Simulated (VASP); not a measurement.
Si3N4:

```
CELL_PARAMETERS angstrom
7.60150 0.00000 0.00000
-3.80075 6.58309 0.00000
0.00000 0.00000 2.90610
ATOMIC_POSITIONS crystal
Si 0.76796 0.17408 0.25000
Si 0.59388 0.76796 0.75000
Si 0.82592 0.59388 0.25000
Si 0.23204 0.82592 0.75000
Si 0.40612 0.23204 0.25000
Si 0.17408 0.40612 0.75000
N 0.02996 0.32990 0.25000
N 0.70006 0.02996 0.75000
N 0.67010 0.70006 0.25000
N 0.97004 0.67010 0.75000
N 0.29994 0.97004 0.25000
N 0.32990 0.29994 0.75000
N 0.66667 0.33333 0.25000
N 0.33333 0.66667 0.75000
```

Base run:

* Program: VASP 6.6.1
* Functional: r2SCAN
* Potentials or basis: VASP PAW PBE potentials, release 64 (Si, N)
* Cutoff: 520 eV
* k mesh: 4 × 4 × 10
* Occupations: fermi-dirac, width 0.02 eV
* Spin: no spin polarisation

Its results: band gap on the k mesh 4.99 eV (least direct gap 5.19 eV); pressure -0.1 GPa; largest force 0.037 eV/Å.

The run is repeated on the same cell with these changes: functional from r2SCAN to PBE; further incar settings from ALGO = Normal; EDIFF = 1e-08; NBANDS = 45 to ALGO = Normal; EDIFF = 1e-07; NBANDS = 45. What comes out?

Band gap on the k mesh 4.33 eV (least direct gap 4.52 eV); pressure 5.4 GPa; largest force 0.013 eV/Å.

Caveats: the PAW data sets were made with another functional, which shifts forces and pressure a little (at least some runs); the cell stands under pressure (at least some runs).

A k mesh can miss the band edges.
